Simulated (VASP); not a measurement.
# Pb (Im-3m) in VASP: relaxation of cell and atoms with r2SCAN

Aim: the relaxation of cell and atoms of Pb with r2SCAN.

All numbers are computed with VASP 6.6.1; they aren't measurements. Logs are shortened: lines on timing, memory, paths and dates and some standing lists are left out, and cuts for length are marked.

### Step 1. The cell of the first run

The structure is cubic, space group Im-3m (No. 229). The conventional cell has a = 3.959 Å, b = 3.959 Å, c = 3.959 Å, α = 90.00°, β = 90.00°, γ = 90.00°. Within 4.5 Å of Pb (site symmetry m-3m) lie 14 Pb at 3.43 to 3.96 Å.

This isn't the form of Pb at room conditions, which is fcc.

### Step 2. Relaxation of cell and atoms, r2SCAN

POSCAR reads:

```
Pb
1.0
   -1.9796595667      1.9796595667      1.9796595667
    1.9796595667     -1.9796595667      1.9796595667
    1.9796595667      1.9796595667     -1.9796595667
Pb
1
Direct
    0.0000000000      0.0000000000      0.0000000000
```

INCAR.step1 reads:

```
  PREC = Accurate
  ENCUT = 600
  ISMEAR = 0
  SIGMA = 0.1
  LREAL = False
  LASPH = True
  NELM = 60
  GGA = PE
  ALGO = Normal
  EDIFF = 1E-4
  LWAVE = True
  LCHARG = False
```

INCAR.step2 reads:

```
  PREC = Accurate
  ENCUT = 600
  EDIFF = 1E-7
  ISMEAR = 0
  SIGMA = 0.1
  LREAL = False
  LASPH = True
  NELM = 60
  ALGO = Normal
  ISIF = 3
  LWAVE = False
  LCHARG = False
  METAGGA = R2SCAN
  LMIXTAU = True
  IBRION = 2
  NSW = 100
  EDIFFG = -0.01
  ISTART = 1
```

KPOINTS reads:

```
regular mesh
0
Gamma
  20 20 20
```

Potentials or basis: VASP PAW PBE potentials, release 64 (Pb_d).

The run is started by

```sh
$ cat potpaw_PBE.64/Pb_d/POTCAR > POTCAR
$ cp INCAR.step1 INCAR
$ mpirun -np 1 vasp_std > vasp.out
$ cp INCAR.step2 INCAR
$ mpirun -np 1 vasp_std > vasp.out
```

OUTCAR:

```text
PREC = Accurate
   ENCUT = 600
   EDIFF = 1E-7
   ISMEAR = 0
   LREAL = False
   LASPH = True
   NELM = 60
   ISIF = 3
   METAGGA = R2SCAN
   IBRION = 2
   NSW = 100
   EDIFFG = -0.01
   ISTART = 1

 ion  position               nearest neighbor table
   1  0.000  0.000  0.000-

  LATTYP: Found a body centered cubic cell.
 ALAT       =     3.9593191334

  Lattice vectors:

 A1 = (  -1.9796595667,   1.9796595667,   1.9796595667)
 A2 = (   1.9796595667,  -1.9796595667,   1.9796595667)
 A3 = (   1.9796595667,   1.9796595667,  -1.9796595667)

Analysis of symmetry for initial positions (statically):
=====================================================================
 Subroutine PRICEL returns:
 Original cell was already a primitive cell.

 Routine SETGRP: Setting up the symmetry group for a
 body centered cubic supercell.

 Subroutine GETGRP returns: Found 48 space group operations
 (whereof 48 operations were pure point group operations)
 out of a pool of 48 trial point group operations.

The static configuration has the point symmetry O_h .

Analysis of symmetry for dynamics (positions and initial velocities):
=====================================================================
 Subroutine PRICEL returns:
 Original cell was already a primitive cell.

 Routine SETGRP: Setting up the symmetry group for a
 body centered cubic supercell.

 Subroutine GETGRP returns: Found 48 space group operations
 (whereof 48 operations were pure point group operations)
 out of a pool of 48 trial point group operations.

The dynamic configuration has the point symmetry O_h .

 Subroutine INISYM returns: Found 48 space group operations
 (whereof 48 operations are pure point group operations),
 and found     1 'primitive' translations

----------------------------------------------------------------------------------------

                                     Primitive cell

  volume of cell :      31.0336

  direct lattice vectors                    reciprocal lattice vectors
    -1.979659567  1.979659567  1.979659567     0.000000000  0.252568678  0.252568678
     1.979659567 -1.979659567  1.979659567     0.252568678  0.000000000  0.252568678
     1.979659567  1.979659567 -1.979659567     0.252568678  0.252568678  0.000000000

  length of vectors
     3.428870951  3.428870951  3.428870951     0.357186050  0.357186050  0.357186050

  position of ions in fractional coordinates (direct lattice)
     0.000000000  0.000000000  0.000000000

[... 83 lines left out ...]
   POTIM  = 0.5000    time-step for ionic-motion
   TEBEG  =    0.0;   TEEND  =   0.0 temperature during run
   PSTRESS=    0.0 pullay stress
   NELECT =      14.0000    total number of electrons
   NUPDOWN=      -1.0000    fix difference up-down
   EMIN   =  10.00;   EMAX   =-10.00  energy-range for DOS
   EFERMI =   0.00;   METHOD = LEGACY
   ISMEAR =     0;   SIGMA  =   0.10  broadening in eV -4-tet -1-fermi 0-gaus
   EFERMI_NEDOS =   21; number of points for ismear=-14 and -15
   IALGO  =     38    algorithm
   IMIX   =      4    mixing-type and parameters
     AMIX     =   0.40;   BMIX     =  1.00
     AMIX_MAG =   1.60;   BMIX_MAG =  1.00
  volume/ion in A,a.u.               =      31.03       209.42
  Fermi-wavevector in a.u.,A,eV,Ry     =   1.255568  2.372680 21.448927  1.576452
  Thomas-Fermi vector in A             =   2.389319
   LORBIT       =      0    0 simple, 1 ext, 2 COOP (PROOUT), +10 PAW based schemes
   METAGGA = R2SCAN    functional components
   LHFCALC =     F    Hartree Fock is set to
   AEXX    =    0.0000 exact exchange contribution
   IVDW    =     0    specifies the selected vdW correction
   LEPSILON=     F    determine dielectric tensor
   LRPA    =     F    only Hartree local field effects (RPA)
 conjugate gradient relaxation of ions
 non-spin polarized calculation
 Gauss-broadening in eV      SIGMA  =   0.10
  energy-cutoff  :      600.00
  volume of cell :       31.03
 maximum number of plane-waves:      1055
   NGX = 13   NGY = 13   NGZ = 13

 number of electron      14.0000002 magnetization

 Free energy of the ion-electron system (eV)
  ---------------------------------------------------
  ext. energy  EPLUGINS =         0.00000000
  ---------------------------------------------------
  free energy    TOTEN  =       -56.24102347 eV

  energy without entropy =      -56.23849859  energy(sigma->0) =      -56.23976103

 E-fermi :   6.9579     XC(G=0): -10.7951

 val. band max:        6.9478263274   @ k =   0.3500   0.2000   0.0500
 cond. band min:       6.9803358673   @ k =  -0.4000   0.5000   0.2000
 fundamental gap:      0.0325095398
 Fermi energy:         6.9579339921

 k-point     1 :       0.0000    0.0000    0.0000
  band No.  band energies     occupation
      1     -10.8000      2.00000
      2     -10.8000      2.00000
      3     -10.8000      2.00000
      4     -10.5579      2.00000
      5     -10.5579      2.00000
      6      -5.1684      2.00000
      7      14.6924      0.00000
      8      14.6924      0.00000
      9      14.6924      0.00000
     10      18.8124      0.00000
     11      18.8124      0.00000
[... 309 lines left out ...]
 k-point    24 :       0.2500    0.1000    0.0000
  band No.  band energies     occupation
      1     -10.8425      2.00000
      2     -10.7656      2.00000
      3     -10.5965      2.00000
      4     -10.5696      2.00000
      5     -10.5437      2.00000
      6      -3.1713      2.00000
      7       6.6329      2.00000
      8      10.4947      0.00000
      9      12.4751      0.00000
     10      16.3589      0.00000
     11      18.0215      0.00000

 [... further k-points ...]

------------------------ aborting loop because EDIFF is reached ----------------------------------------

  FORCE on cell =-STRESS in cart. coord.  units (eV):
  Direction    XX          YY          ZZ          XY          YZ          ZX
  --------------------------------------------------------------------------------------
  -------------------------------------------------------------------------------------
  Total        0.0086145      0.0086145      0.0086145      0.0000000      0.0000000     -0.0000000
  in kB        0.4447453      0.4447453      0.4447453      0.0000000      0.0000000     -0.0000000
  external PRESSURE =       0.4447453 kB  Pullay stress =       0.0000000 kB

 VOLUME and BASIS-vectors are now :
 -----------------------------------------------------------------------------
  energy-cutoff  :      600.00
  volume of cell :       31.03
      direct lattice vectors                 reciprocal lattice vectors
    -1.979659567  1.979659567  1.979659567     0.000000000  0.252568678  0.252568678
     1.979659567 -1.979659567  1.979659567     0.252568678  0.000000000  0.252568678
     1.979659567  1.979659567 -1.979659567     0.252568678  0.252568678  0.000000000

 POSITION                                       TOTAL-FORCE (eV/Angst)
 -----------------------------------------------------------------------------------
      0.00000      0.00000      0.00000         0.000000      0.000000     -0.000000
 -----------------------------------------------------------------------------------
    total drift:                               -0.000000     -0.000000     -0.000000

  FREE ENERGIE OF THE ION-ELECTRON SYSTEM (eV)
  ---------------------------------------------------
  free  energy   TOTEN  =       -56.2410234670 eV

  energy  without entropy=      -56.2384985850  energy(sigma->0) =      -56.23976103

 reached required accuracy - stopping structural energy minimisation
```

OUTCAR.step1:

```text
PREC = Accurate
   ENCUT = 600
   ISMEAR = 0
   LREAL = False
   LASPH = True
   NELM = 60
[... 550 lines left out ...]

 POSITION                                       TOTAL-FORCE (eV/Angst)
 -----------------------------------------------------------------------------------
      0.00000      0.00000      0.00000        -0.000000      0.000000      0.000000
 -----------------------------------------------------------------------------------
    total drift:                               -0.000000     -0.000000     -0.000000

  FREE ENERGIE OF THE ION-ELECTRON SYSTEM (eV)
  ---------------------------------------------------
  free  energy   TOTEN  =        -3.5205490196 eV

  energy  without entropy=       -3.5179399921  energy(sigma->0) =       -3.51924451
```

Run time: 4.7 min. Hardware: 1 thread of Intel Xeon 6975P-C (Granite Rapids), shared host; peak memory 0.24 GiB.

What came out:

| Property | Result |
| --- | --- |
| Free energy | -56.2410 eV |
| Pressure after relaxing | 0.0 GPa |
| Band gap on the k mesh | zero (bands 7 and 8 overlap by 9.80 eV) |

Final structure:
```cif
data_structure
_symmetry_space_group_name_H-M 'P 1'
_symmetry_Int_Tables_number 1
_cell_length_a 3.4289
_cell_length_b 3.4289
_cell_length_c 3.4289
_cell_angle_alpha 109.471
_cell_angle_beta 109.471
_cell_angle_gamma 109.471
_cell_volume 31.03
loop_
_atom_site_label
_atom_site_type_symbol
_atom_site_fract_x
_atom_site_fract_y
_atom_site_fract_z
_atom_site_occupancy
Pb1 Pb 0.00000 0.00000 0.00000 1
```

Caveat: the PAW data sets were made with another functional, which shifts forces and pressure a little; spin-orbit coupling is left out, which moves the levels of the heavy elements.

The gap in the log of VASP goes by the Fermi energy; the results here count the filled bands.